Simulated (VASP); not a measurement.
Runs of VASP 6.6.1 on TaC3. The structure is that of space group Cmmm (No. 65), or close to it. The cells are those of the table. The cell was built from a structure type or drawn by symmetry, and may not be a known phase.

```tsv
task	cell	k mesh	cutoff (eV)	gap on the mesh (eV)	pressure (GPa)	relaxed volume (Å³/atom)
relaxation of cell and atoms	relaxed from a = 4.457, b = 4.457, c = 2.591 Å, angles 90.0, 90.0, 107.4°, 4 atoms	4 × 4 × 6	600	none	0.0	(a)
single point	a = 3.550, b = 3.550, c = 2.994 Å, angles 90.0, 90.0, 102.6°, 4 atoms	4 × 4 × 6	520	none	0.6	-
single point	a = 3.609, b = 3.609, c = 2.956 Å, angles 90.0, 90.0, 105.4°, 4 atoms	6 × 6 × 6	520	none	0.7	-
single point	a = 3.605, b = 3.605, c = 2.956 Å, angles 90.0, 90.0, 105.5°, 4 atoms	14 × 14 × 16	520	none	0.6	-
relaxation of cell and atoms	relaxed from a = 3.550, b = 3.550, c = 2.994 Å, angles 90.0, 90.0, 102.6°, 4 atoms	6 × 6 × 6	600	none	-0.2	9.31
```

Alike in all rows: level PBE; potentials or basis VASP PAW PBE potentials, release 64 (Ta_pv, C); no spin polarisation; smearing gaussian 0.1 eV.

Problem. Fill in the values left out.

Solution. (a) 9.22.

Caveats: some runs use coarse meshes; spin-orbit coupling is left out, which moves the levels of the heavy elements; the volume moved by over 15 % at a fixed basis, so the end points are rough (at least some runs).

A k mesh can miss the band edges, and the runs leave out spin-orbit coupling on Ta.

A gap of «none» marks levels without a gap at the run's occupations.
